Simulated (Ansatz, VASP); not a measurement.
**One calculation of MgO, two programs**

File INCAR:

```
ALGO     = Normal         # electronic algorithm
EDIFF    = 1E-6           # SCF threshold, eV
ENCUT    = 600            # plane-wave cutoff, eV
GGA      = PE             # functional
GGA_COMPAT= False        
ISIF     = 2              # what is computed and relaxed
ISMEAR   = 0              # smearing method
LASPH    = True           # aspherical terms in the spheres
LCHARG   = False          # write CHGCAR
LREAL    = False          # projectors in reciprocal space
LWAVE    = False          # write WAVECAR
NBANDS   = 11             # bands
NELM     = 120            # most SCF steps
PREC     = Accurate       # precision mode
SIGMA    = 0.01           # smearing width, eV
```

Contents of KPOINTS:

```
k-points
0
Gamma
  12 12 12
```

File POSCAR:

```
MgO
1.0
    2.1677882425      0.0000000000      0.0000000000
    0.0000000000      2.1677882425      0.0000000000
    0.0000000000      0.0000000000      2.1677882425
Mg O
1 1
Direct
    0.0000000000      0.0000000000      0.0000000000
    0.5000000000      0.5000000000      0.5000000000
```

Input for Ansatz:

```yaml
crystal:
  lattice:
    - [2.1677882425, 0.0, 0.0]
    - [0.0, 2.1677882425, 0.0]
    - [0.0, 0.0, 2.1677882425]
  atoms:
    - { symbol: Mg, position: [0.0, 0.0, 0.0] }
    - { symbol: O, position: [0.5, 0.5, 0.5] }
scf:
  occupations: { method: fixed }
output:
  forces: true
  stress: true
  eigenvalues: true
hamiltonian:
  xc: pbe
basis:
  ecutwfc: 700
kpoints:
  mp_grid: { grid: [12, 12, 12] }
```

Alike in both runs: task single point; functional PBE; k mesh 12 × 12 × 12; no spin polarisation.

|  | VASP | Ansatz |
| --- | --- | --- |
| version | VASP 6.6.1 | Ansatz 0.2.0 |
| potentials or method | VASP PAW PBE potentials, release 64 (Mg, O), cutoff 600 eV | scalar-relativistic, plane waves, PAW |
| occupations | gaussian, width 0.01 eV | fixed |
| valence electrons in the cell | 8 | 16 |

VASP gave:

```
gap on the k mesh at the Fermi level (eV) : 7.14
least direct gap on the mesh (eV)         : 7.14
```

**Question.** Which values does Ansatz return?

**Answer.** gap on the k mesh at the Fermi level (eV): 7.12; least direct gap on the mesh (eV): 7.12.

VASP's potentials hold 8 valence electrons a cell and Ansatz's 16, so a difference there can come from the potentials and not from the codes.
